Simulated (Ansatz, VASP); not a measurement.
Two plane-wave programs on KBr

File POSCAR:

```
KBr
1.0
    3.0485711900      3.0485711900      0.0000000000
   -3.0485711900      3.0485711900      0.0000000000
    0.0000000000      3.0485711900      3.0485711900
K Br
1 1
Direct
    0.0000000000      0.0000000000      0.0000000000
    0.5000000000      0.5000000000      0.0000000000
```

Contents of INCAR.step1:

```
SYSTEM = KBr
  ALGO = Normal
  EDIFF = 1E-4
  ENCUT = 520
  GGA = PE
  ISMEAR = 0
  LASPH = .TRUE.
  LCHARG = .FALSE.
  LREAL = .FALSE.
  LWAVE = .TRUE.
  NBANDS = 15
  NELM = 100
  PREC = Accurate
  SIGMA = 0.01
```

INCAR.step2

```
SYSTEM = KBr
  ALGO = Normal
  EDIFF = 1E-6
  ENCUT = 520
  ISIF = 2
  ISMEAR = 0
  ISTART = 1
  LASPH = .TRUE.
  LCHARG = .FALSE.
  LMIXTAU = .TRUE.
  LREAL = .FALSE.
  LWAVE = .FALSE.
  METAGGA = R2SCAN
  NBANDS = 15
  NELM = 100
  PREC = Accurate
  SIGMA = 0.01
```

KPOINTS

```
k-points
0
G
  6 6 6
  0 0 0
```

Input for Ansatz:

```yaml
crystal:
  lattice:
    - [3.04857119002, 3.04857119002, 0.0]
    - [-3.04857119002, 3.04857119002, 0.0]
    - [0.0, 3.04857119002, 3.04857119002]
  atoms:
    - { symbol: K, position: [0.0, 0.0, 0.0] }
    - { symbol: Br, position: [0.5, 0.5, 0.0] }
kpoints:
  mp_grid: { grid: [6, 6, 6] }
scf:
  occupations: { method: fixed }
  convergence: { dr2_threshold: 1.0e-10 }
hamiltonian:
  xc: r2scan
  pseudopotentials: { kind: paw }
output:
  forces: true
  stress: true
  eigenstates:
    kpoints:
      - [0.0, 0.0, 0.0]
      - [-0.5, -0.5, -0.5]
      - [-0.5, 0.5, 0.0]
      - [0.0, 0.0, -0.5]
      - [0.0, -0.5, -0.5]
      - [0.0, 0.5, 0.0]
      - [-0.5, 0.0, 0.0]
      - [-0.5, 0.0, -0.5]
  eigenvalues: true
```

Alike in both runs: task single point; functional r2SCAN; k mesh 6 × 6 × 6; no spin polarisation.

```csv
,VASP,Ansatz
version,VASP 6.6.1,Ansatz 0.2.0
potentials or method,"VASP PAW PBE potentials, release 64 (K_sv, Br)","PAW with Ansatz's default frozen-core files, scalar-relativistic"
plane-wave cutoff (eV),520,500
occupations,"gaussian, width 0.01 eV",fixed
valence electrons in the cell,16,16
```

```csv
,VASP,Ansatz,Ansatz less VASP
gap on the k mesh at the Fermi level (eV),5.88,5.88,-0.003
pressure (GPa),7.0,7.0,-0.07
```

VASP's potentials were made for PBE, not for r2SCAN.
